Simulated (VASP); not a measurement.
A run of VASP 6.6.1 is set up as follows.

Contents of INCAR:

```
SYSTEM = AlNi
PREC = Accurate
ENCUT = 520
EDIFF = 1E-6
ISMEAR = 0
SIGMA = 0.15
LREAL = .False.
LASPH = .True.
NELM = 60
ALGO = Fast
ISIF = 2
LWAVE = .False.
LCHARG = .False.
GGA = PE
NBANDS = 28
```

KPOINTS

```
regular mesh
0
Gamma
  15 15 5
  0 0 0
```

Contents of POSCAR:

```
AlNi
1.0
    0.0000000000     -2.8927237813      0.0000000000
    0.0000000000      0.0000000000     -2.8927237813
   10.6781713440      0.0000000000      0.0000000000
Al Ni
3 3
Direct
    1.0000000000      0.0000000000      0.6095265096
    1.0000000000      0.0000000000      0.0677251677
    1.0000000000      0.0000000000      0.3386258387
    0.5000000000      0.5000000000      0.7449768450
    0.5000000000      0.5000000000      0.2031755032
    0.5000000000      0.5000000000      0.4740761741
```

Potentials or basis: VASP PAW PBE potentials, release 64 (Al, Ni).

Command:

```bash
$ cat potpaw_PBE.64/Al/POTCAR potpaw_PBE.64/Ni/POTCAR > POTCAR
$ mpirun -np 1 vasp_std > vasp.out
```

**Question.** Estimate the band gap on the k mesh.

**Answer.** Zero (an odd number of electrons rules out a gap without spin polarisation).

**Question.** Predict the largest force.

**Answer.** 0.855 eV/Å.

**Question.** What does it give for the pressure?

**Answer.** -5.4 GPa.

Forces on the atoms (eV/Å):
```
Al   0.855  0.000  0.000
Al  -0.320  0.000  0.000
Al   0.103  0.000  0.000
Ni  -0.074  0.000  0.000
Ni  -0.398  0.000  0.000
Ni  -0.167  0.000  0.000
```

Caveat: the cell stands under tension. Spin polarisation is off, so any magnetic state and its effect on volume and gap are missing.
